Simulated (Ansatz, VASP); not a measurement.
# AlN in VASP and in Ansatz

```
Al N
1.0
     3.11100    0.00000    0.00000
    -1.55550    2.69421    0.00000
     0.00000    0.00000    4.97800
Al N
2 2
Direct
  0.33333 0.66667 0.00000
  0.66667 0.33333 0.50000
  0.33333 0.66667 0.38500
  0.66667 0.33333 0.88500
```

Alike in both runs: task single point; functional LDA; k mesh 9 × 9 × 6; occupations gaussian, width 0.05 eV; no spin polarisation.

```csv
,VASP,Ansatz
version,VASP 6.6.1,Ansatz 0.2.0
potentials or method,"VASP PAW LDA potentials, release 64 (Al, N), cutoff 520 eV","scalar-relativistic, plane waves, PAW"
valence electrons in the cell,16,16
```

```tsv
	VASP	Ansatz	Ansatz less VASP
gap on the k mesh at the Fermi level (eV)	4.19	4.18	-0.007
least direct gap on the mesh (eV)	4.19	4.18	-0.007
pressure (GPa)	-3.8	-4.3	-0.54
traceless stress, the component that is largest in VASP (GPa)	-1.05	-0.99	+0.053
rms of the force components (eV/Å)	0.108	0.106	-0.0019
```

LDA's correlation is that of Perdew and Zunger in VASP and of Perdew and Wang (1992) in Ansatz. Atom by atom the forces differ by 0.002 eV/Å (rms over components).
